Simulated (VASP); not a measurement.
# Mo (P6/mmm) in VASP: notebook, part 2 of 2

VASP 6.6.1. Earlier steps stand in the parts before.

## Step 5: Single point, PBEsol (strain +0.0875 x Voigt [1, 1, 0, 0, 0, 0])

INCAR

```
PREC = Accurate ; ENCUT = 520
EDIFF = 1E-7 ; ISMEAR = 0
SIGMA = 0.15 ; LREAL = False
LASPH = True ; NELM = 100
ALGO = Normal ; ISIF = 2
LWAVE = False ; LCHARG = False
GGA = PS ; NBANDS = 13
```

KPOINTS

```
regular mesh
0
Gamma
  18 18 18
```

POSCAR

```
Mo
1.0
    2.9748675570      0.0000000000      0.0000000000
   -1.4874337785      2.5763108772      0.0000000000
    0.0000000000      0.0000000000      2.5551807000
Mo
1
Direct
    0.0000000000      0.0000000000      0.5000000000
```

Potentials or basis: VASP PAW PBE potentials, release 64 (Mo_sv).

On the command line:

```console
$ cat potpaw_PBE.64/Mo_sv/POTCAR > POTCAR
$ mpirun -np 1 vasp_std > vasp.out
```

OUTCAR:

```text
PREC = Accurate
   ENCUT = 520
   EDIFF = 1E-7
   ISMEAR = 0
   LREAL = False
   LASPH = True
   NELM = 100
   ISIF = 2
   GGA = PS

 ion  position               nearest neighbor table
   1  0.000  0.000  0.500-

  LATTYP: Found a hexagonal cell.
 ALAT       =     2.9748675570
 C/A-ratio  =     0.8589225070

  Lattice vectors:

 A1 = (   2.9748675570,   0.0000000000,   0.0000000000)
 A2 = (  -1.4874337785,   2.5763108772,   0.0000000000)
 A3 = (   0.0000000000,   0.0000000000,   2.5551807000)

Analysis of symmetry for initial positions (statically):
=====================================================================
 Subroutine PRICEL returns:
 Original cell was already a primitive cell.

 Routine SETGRP: Setting up the symmetry group for a
 hexagonal supercell.

 Subroutine GETGRP returns: Found 24 space group operations
 (whereof 24 operations were pure point group operations)
 out of a pool of 24 trial point group operations.

The static configuration has the point symmetry D_6h.

Analysis of symmetry for dynamics (positions and initial velocities):
=====================================================================
 Subroutine PRICEL returns:
 Original cell was already a primitive cell.

 Routine SETGRP: Setting up the symmetry group for a
 hexagonal supercell.

 Subroutine GETGRP returns: Found 24 space group operations
 (whereof 24 operations were pure point group operations)
 out of a pool of 24 trial point group operations.

The dynamic configuration has the point symmetry D_6h.

 Subroutine INISYM returns: Found 24 space group operations
 (whereof 24 operations are pure point group operations),
 and found     1 'primitive' translations

----------------------------------------------------------------------------------------

                                     Primitive cell

  volume of cell :      19.5834

  direct lattice vectors                    reciprocal lattice vectors
     2.974867557  0.000000000  0.000000000     0.336149419  0.194075957  0.000000000
[... 108 lines left out ...]
   LORBIT       =      0    0 simple, 1 ext, 2 COOP (PROOUT), +10 PAW based schemes
   GGA     = PS    functional components
   LHFCALC =     F    Hartree Fock is set to
   AEXX    =    0.0000 exact exchange contribution
   IVDW    =     0    specifies the selected vdW correction
   LEPSILON=     F    determine dielectric tensor
   LRPA    =     F    only Hartree local field effects (RPA)
 non-spin polarized calculation
 Gauss-broadening in eV      SIGMA  =   0.15
  energy-cutoff  :      520.00
  volume of cell :       19.58
 maximum number of plane-waves:       552
 NGX is ok and might be reduce to    24
   NGX = 11   NGY = 11   NGZ =  9

 number of electron      14.0000002 magnetization

 Free energy of the ion-electron system (eV)
  ---------------------------------------------------
  ext. energy  EPLUGINS =         0.00000000
  ---------------------------------------------------
  free energy    TOTEN  =       -10.52962847 eV

  energy without entropy =      -10.51424277  energy(sigma->0) =      -10.52193562

 E-fermi :   8.9292     XC(G=0): -12.2054

 val. band max:        8.9283429220   @ k =   0.2778   0.1667   0.2778
 cond. band min:       8.9300366849   @ k =   0.2222   0.2222   0.3333
 fundamental gap:      0.0016937629
 Fermi energy:         8.9292108111

 k-point     1 :       0.0000    0.0000    0.0000
  band No.  band energies     occupation
      1     -51.9310      2.00000
      2     -25.6267      2.00000
      3     -25.6267      2.00000
      4     -25.1482      2.00000
      5       2.8573      2.00000
      6       5.3456      2.00000
      7       8.2538      2.00000
      8       8.2538      2.00000
      9      12.6034      0.00000
     10      12.6034      0.00000
     11      21.2650      0.00000
     12      25.5648      0.00000
     13      26.6480      0.00000
[... 354 lines left out ...]
  band No.  band energies     occupation
      1     -51.8489      2.00000
      2     -26.2196      2.00000
      3     -25.8190      2.00000
      4     -25.0886      2.00000
      5       5.3746      2.00000
      6       5.9292      2.00000
      7       8.6310      1.99507
      8      10.9216      0.00000
      9      12.0826      0.00000
     10      12.5349      0.00000
     11      16.5729      0.00000
     12      19.6386      0.00000
     13      26.4355      0.00000

 [... further k-points ...]
[... 5 lines left out ...]
  --------------------------------------------------------------------------------------
  -------------------------------------------------------------------------------------
  Total       -3.5214337     -3.5214337     -2.9867968      0.0000000      0.0000000     -0.0000000
  in kB     -288.0995468   -288.0995467   -244.3592221      0.0000000      0.0000000     -0.0000000
  external PRESSURE =    -273.5194385 kB  Pullay stress =       0.0000000 kB

 VOLUME and BASIS-vectors are now :
 -----------------------------------------------------------------------------
  energy-cutoff  :      520.00
  volume of cell :       19.58
      direct lattice vectors                 reciprocal lattice vectors
     2.974867557  0.000000000  0.000000000     0.336149419  0.194075957  0.000000000
    -1.487433779  2.576310877  0.000000000     0.000000000  0.388151915  0.000000000
     0.000000000  0.000000000  2.555180700     0.000000000  0.000000000  0.391361754

 POSITION                                       TOTAL-FORCE (eV/Angst)
 -----------------------------------------------------------------------------------
      0.00000      0.00000      1.27759        -0.000000      0.000000      0.000000
 -----------------------------------------------------------------------------------
    total drift:                                0.000000      0.000000     -0.000000

  FREE ENERGIE OF THE ION-ELECTRON SYSTEM (eV)
  ---------------------------------------------------
  free  energy   TOTEN  =       -10.5296284708 eV

  energy  without entropy=      -10.5142427690  energy(sigma->0) =      -10.52193562
```

stdout:

```text
POSCAR found type information on POSCAR Mo
 POSCAR found :  1 types and       1 ions
 scaLAPACK will be used
 -----------------------------------------------------------------------------
|                                                                             |
|                                                                             |
|     You enforced a specific xc type in the INCAR file but a different       |
|     I HOPE YOU KNOW WHAT YOU ARE DOING!                                     |
|                                                                             |
 -----------------------------------------------------------------------------

 LDA part: xc-table for (Slater+PW92), standard interpolation
 POSCAR, INCAR and KPOINTS ok, starting setup
 FFT: planning ... GRIDC
 FFT: planning ... GRID_SOFT
 FFT: planning ... GRID
 WAVECAR not read
 entering main loop
```

Run time: 21 s. Hardware: 1 thread of Intel Xeon 6975P-C (Granite Rapids), shared host; peak memory 0.2 GiB.

What came out:

| Property | Result |
| --- | --- |
| Free energy | -10.5296 eV |
| Pressure | -27.4 GPa |
| Band gap on the k mesh | zero (band 7 reaches 9.50 eV, above the bottom of band 8 at 8.25 eV) |

Stress tensor (GPa, compression positive):
```
-28.81   0.00   0.00
  0.00 -28.81   0.00
  0.00   0.00 -24.44
```

Levels at points of the mesh, in eV from the Fermi level:
```
           k point  band 3  band 4  band 5  band 6  band 7  band 8  band 9  band 10  band 11  band 12
(0.00, 0.00, 0.00)  -34.56  -34.08   -6.07   -3.58   -0.68   -0.68    3.67     3.67    12.34    16.64
(0.50, 0.00, 0.00)  -34.71  -34.02   -3.87   -3.03    0.51    1.89    3.10     3.29     7.50    11.40
(0.00, 0.00, 0.50)  -34.39  -34.39   -2.69    0.03    0.03    0.26    0.26     0.69     9.81    15.96
(0.50, 0.00, 0.50)  -34.96  -34.53   -4.22   -2.09   -0.83    3.54    5.25     6.25     6.30    14.87
```

Caveat: the cell differs from its parent crystal (strain +0.0875 x Voigt [1, 1, 0, 0, 0, 0]); the PAW data sets were made with another functional, which shifts forces and pressure a little.

## Step 6: Single point, PBEsol (strain +0.1000 x Voigt [1, 1, 0, 0, 0, 0])

INCAR

```
SYSTEM = Mo
PREC = Accurate
ENCUT = 520
EDIFF = 1E-6
ISMEAR = 0
SIGMA = 0.15
LREAL = .FALSE.
LASPH = .TRUE.
NELM = 100
ALGO = Normal
ISIF = 2
LWAVE = .FALSE.
LCHARG = .TRUE.
GGA = PS
LELF = .TRUE.
LVHAR = .TRUE.
NBANDS = 13
```

KPOINTS

```
regular mesh
0
G
  18 18 18
  0 0 0
```

POSCAR

```
Mo
1.0
    3.0090614369      0.0000000000      0.0000000000
   -1.5045307185      2.6059236459      0.0000000000
    0.0000000000      0.0000000000      2.5551807000
Mo
1
Direct
    0.0000000000      0.0000000000      0.5000000000
```

Potentials or basis: VASP PAW PBE potentials, release 64 (Mo_sv).

On the command line:

```console
$ cat potpaw_PBE.64/Mo_sv/POTCAR > POTCAR
$ mpirun -np 1 vasp_std > vasp.out
```

It took 21 s on 1 thread of Intel Xeon 6975P-C (Granite Rapids), shared host; peak memory 0.2 GiB.

It converged, with:

| Quantity | Value |
| --- | --- |
| Free energy | -10.4460 eV |
| Pressure | -29.1 GPa |
| Band gap on the k mesh | zero (band 7 reaches 9.15 eV, above the bottom of band 8 at 7.96 eV) |

Stress tensor (GPa, compression positive):
```
-30.45   0.00   0.00
  0.00 -30.45   0.00
  0.00   0.00 -26.38
```

Levels at points of the mesh, in eV from the Fermi level:
| k point | band 5 | band 6 | band 7 | band 8 | band 9 | band 10 |
| --- | --- | --- | --- | --- | --- | --- |
| (0.00, 0.00, 0.00) | -5.97 | -3.51 | -0.66 | -0.66 | 3.62 | 3.62 |
| (0.50, 0.00, 0.00) | -3.76 | -3.02 | 0.46 | 1.98 | 2.94 | 3.26 |
| (0.00, 0.00, 0.50) | -2.56 | -0.06 | -0.06 | 0.29 | 0.29 | 0.78 |
| (0.50, 0.00, 0.50) | -4.09 | -1.95 | -0.88 | 3.39 | 5.13 | 6.16 |

Caveat: the cell differs from its parent crystal (strain +0.1000 x Voigt [1, 1, 0, 0, 0, 0]); the PAW data sets were made with another functional, which shifts forces and pressure a little.

## Step 7: Overview

```tsv
cell	gap on the mesh (eV)	pressure (GPa)
a = 2.804, b = 2.804, c = 2.555 Å, angles 90.0, 90.0, 120.0°, 1 atom	none	-12.8
a = 2.872, b = 2.872, c = 2.555 Å, angles 90.0, 90.0, 120.0°, 1 atom	none	-20.0
a = 2.941, b = 2.941, c = 2.555 Å, angles 90.0, 90.0, 120.0°, 1 atom	none	-25.3
a = 2.975, b = 2.975, c = 2.555 Å, angles 90.0, 90.0, 120.0°, 1 atom	none	-27.4
a = 3.009, b = 3.009, c = 2.555 Å, angles 90.0, 90.0, 120.0°, 1 atom	none	-29.1
```

Alike in all rows: task single point; level PBEsol; potentials or basis VASP PAW PBE potentials, release 64 (Mo_sv); no spin polarisation; k mesh 18 × 18 × 18; cutoff (eV) 520; smearing gaussian 0.15 eV.

Caveats: the PAW data sets were made with another functional, which shifts forces and pressure a little.

Absolute energies hang on the potentials; compare differences alone.
